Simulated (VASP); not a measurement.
SmF2, 3 atoms in the cell. It takes space group P-3m1 (No. 164, trigonal). The conventional cell has a = 3.876 Å, b = 3.876 Å, c = 4.542 Å, α = 90.00°, β = 90.00°, γ = 120.00°. Within 3.2 Å of Sm (site symmetry -3m) lie 6 F at 2.41 Å. Within 3.2 Å of F (site symmetry 3m) lie 3 Sm at 2.41 Å and 3 F at 2.87 Å. 

* Program: VASP 6.6.1
* Task: single point
* Functional: PBEsol
* Potentials or basis: VASP PAW PBE potentials, release 64 (Sm, F)
* Cutoff: 520 eV
* k mesh: 10 × 10 × 6
* Occupations: gaussian, width 0.05 eV
* Spin: collinear spin, ferromagnetic start
* Starting moments: [6.14, 0.0, 0.0] μB
* Dipole correction: no
* Further INCAR settings: ALGO = Normal; EDIFF = 1e-06; NBANDS = 26

Potentials or basis: VASP PAW PBE potentials, release 64 (Sm, F).

Run with:

```bash
$ cat potpaw_PBE.64/Sm/POTCAR potpaw_PBE.64/F/POTCAR > POTCAR
$ mpirun -np 1 vasp_std > vasp.out
```

Hardware: 1 thread of Intel(R) Xeon(R) 6975P-C (Granite Rapids), with other jobs on the host.

**Question.** Estimate the wall time of this run.

**Answer.** Wall time 3.8 min on 1 thread of Intel(R) Xeon(R) 6975P-C (Granite Rapids) (shared host), peak memory 0.35 GiB. Counts: scf iterations 28, k points 72.
